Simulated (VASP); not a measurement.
The system is C.

```
C
1.0
     3.63500    0.00000    0.00000
     2.80526    2.31165    0.00000
     2.80526    1.00691    2.08083
C
2
Direct
  0.83600 0.83600 0.83600
  0.16400 0.16400 0.16400
```

- Program: VASP 6.6.1
- Task: relaxation of volume and atoms at fixed shape
- Functional: LDA
- Potentials or basis: VASP PAW LDA potentials, release 64 (C)
- Cutoff: 600 eV
- k mesh: 21 × 21 × 21
- Occupations: gaussian, width 0.1 eV
- Spin: no spin polarisation

At the start: pressure -3.8 GPa; volume 8.74 Å³/atom.

How do energy, volume and symmetry change on relaxing?

Over 8 steps the energy falls by 13.1 meV/atom and the volume is 8.63 Å³/atom (-1.3 %); space group R-3m (No. 166, to 0.1 Å) before and after.

The path:
| step | energy change (eV) | largest force (eV/Å) | pressure (GPa) | volume (Å³) |
| --- | --- | --- | --- | --- |
| 1 | 0.0000 | 0.9030 | -3.78 | 17.48 |
| 2 | -0.0112 | 0.5919 | 5.10 | 16.97 |
| 3 | -0.0258 | 0.0534 | 1.28 | 17.19 |
| 4 | -0.0258 | 0.0364 | 1.35 | 17.18 |
| 5 | -0.0258 | 0.0613 | -1.15 | 17.33 |
| 6 | -0.0261 | 0.0137 | 0.06 | 17.26 |
| 7 | -0.0261 | 0.0127 | 0.09 | 17.26 |
| 8 | -0.0261 | 0.0065 | 0.02 | 17.27 |

Final structure:
```
C
1.0
     3.61976    0.00000    0.00000
     2.79350    2.30197    0.00000
     2.79350    1.00269    2.07211
C
2
Direct
  0.83341 0.83341 0.83341
  0.16659 0.16659 0.16659
```
